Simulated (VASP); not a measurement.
Crystal: BeS.

```xyz
2
Lattice="0.0000 2.4411 2.4411 2.4411 0.0000 2.4411 2.4411 2.4411 0.0000" Properties=species:S:1:pos:R:3 pbc="T T T"
S     3.6616    3.6616    3.6616
Be    0.0000    0.0000    0.0000
```

Base run:

```yaml
Program: VASP 6.6.1
Functional: PBE0
Potentials_or_basis: VASP PAW PBE potentials, release 64 (S, Be)
Cutoff: 520 eV
k_mesh: 6 × 6 × 6
Occupations: fermi-dirac, width 0.05 eV
Spin: no spin polarisation
```

Its results: band gap on the k mesh 4.82 eV, indirect (least direct gap 7.61 eV); pressure -1.9 GPa.

**Question.** The run is repeated on the same cell with these changes: k mesh from 6 × 6 × 6 to 5 × 5 × 5; occupations from fermi-dirac, width 0.05 eV to gaussian, width 0.1 eV. What comes out?

**Answer.** Band gap on the k mesh 5.15 eV, indirect (least direct gap 7.63 eV); pressure -1.8 GPa.

Caveats: some runs use coarse meshes; the PAW data sets were made with another functional, which shifts forces and pressure a little.

A k mesh can miss the band edges.
